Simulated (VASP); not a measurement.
Wanted: the native input for a VASP 6.6.1 run.

```yaml
Task: single point
Functional: BLYP
Potentials_or_basis: VASP PAW PBE potentials, release 64 (Cu_sv_GW, O)
Cutoff: 820 eV
k_mesh: 10 × 10 × 5
Occupations: fermi-dirac, width 0.05 eV
Spin: no spin polarisation
Dipole_correction: no
Further_INCAR_settings: ALGO = Normal; EDIFF = 1e-06; NBANDS = 33
```

The structure of CuO lies in POSCAR:

```
CuO
1.0
    2.2967863347     -1.6784226623      0.0000000000
    2.2967863347      1.6784226623      0.0000000000
   -0.8429827377      0.0000000000      4.9561566325
Cu O
2 2
Direct
    0.0032000000      0.4968000000      0.0000000000
    0.4968000000      0.0032000000      0.5000000000
    0.5714000000      0.4056000000      0.2537000000
    0.4056000000      0.5714000000      0.7537000000
```

The input as run:

INCAR

```
SYSTEM = CuO
PREC = Accurate
ENCUT = 820
EDIFF = 1E-6
ISMEAR = -1
SIGMA = 0.05
LREAL = .False.
LASPH = .True.
NELM = 120
ALGO = Normal
ISIF = 2
LWAVE = .False.
LCHARG = .False.
GGA = B5
ALDAX = 1.0
AGGAX = 1.0
AGGAC = 1.0
ALDAC = 0.0
NBANDS = 33
GGA_COMPAT = .False.
```

KPOINTS

```
regular mesh
0
Gamma
  10 10 5
  0 0 0
```

Potentials or basis: VASP PAW PBE potentials, release 64 (Cu_sv_GW, O).

Command:

```bash
$ cat potpaw_PBE.64/Cu_sv_GW/POTCAR potpaw_PBE.64/O/POTCAR > POTCAR
$ mpirun -np 1 vasp_std > vasp.out
```

Results of the run:

| Quantity | Value |
| --- | --- |
| Pressure | 26.3 GPa |
| Largest force | 1.019 eV/Å |
| Band gap on the k mesh | zero (bands 25 and 26 overlap by 0.59 eV) |

Caveat: the stress differs along the axes, from 24 to 29 GPa; the PAW data sets were made with another functional, which shifts forces and pressure a little; semilocal functionals often make such compounds metallic where correlation or magnetic order opens a gap, which also shifts bond lengths.

It took 7.2 min on 1 thread of Intel(R) Xeon(R) Platinum 8259CL CPU @ 2.50GHz (Skylake/Cascade Lake), with other jobs on the host, peak memory 0.44 GiB.
